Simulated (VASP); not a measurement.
Set up this calculation in VASP 6.6.1, as the native input.

| Quantity | Value |
| --- | --- |
| Task | single point |
| Functional | PBE |
| Potentials or basis | VASP PAW PBE potentials, release 64 (Ti_sv, O) |
| Cutoff | 520 eV |
| k mesh | 9 × 4 × 1 |
| Occupations | gaussian, width 0.1 eV |
| Spin | no spin polarisation |
| Dipole correction | yes |
| Further INCAR settings | ALGO = Normal; EDIFF = 1e-07; NBANDS = 68 |

The structure of Ti9O lies in POSCAR:

```
Ti9O
1.0
    2.8319727881      0.0000000000      0.0000000000
    0.0000000000      7.9316622551      0.0000000000
    0.0000000000      0.0000000000     19.9268841162
Ti O
9 1
Direct
    0.0000000000      0.5000000000      0.2007338416
    0.5000000000      0.1666666667      0.2007338416
    0.5000000000      0.8333333333      0.2007338416
    0.0000000000      0.0000000000      0.3122110455
    0.5000000000      0.6684928875      0.3108725352
    0.5000000000      0.3315071125      0.3108725352
    0.0000000000      0.5000000000      0.4177589340
    0.5000000000      0.1666364294      0.4228902054
    0.5000000000      0.8333635706      0.4228902054
    0.6666666667      0.1666364294      0.5031191972
```

One way to write it, as run:

INCAR

```
SYSTEM = Ti9O
ALGO = Normal
DIPOL = 0.5 0.5 0.330
EDIFF = 1E-7
ENCUT = 520
GGA = PE
IDIPOL = 3
ISIF = 2
ISMEAR = 0
LASPH = .True.
LCHARG = .False.
LDIPOL = .True.
LREAL = .False.
LWAVE = .False.
NBANDS = 68
NELM = 80
PREC = Accurate
SIGMA = 0.1
```

KPOINTS

```
k-points
0
Gamma
  9 4 1
  0 0 0
```

Potentials or basis: VASP PAW PBE potentials, release 64 (Ti_sv, O).

Run with:

```console
$ cat potpaw_PBE.64/Ti_sv/POTCAR potpaw_PBE.64/O/POTCAR > POTCAR
$ mpirun -np 1 vasp_std > vasp.out
```

Results of the run:

```json
{
  "Largest force": "0.930 eV/Å",
  "Band gap on the k mesh": "zero (bands 57 and 58 overlap by 0.22 eV)"
}
```

Wall time 63 min on 1 thread of Oxide Virtual Turin-like Processor, on a shared host, peak memory 0.7 GiB.
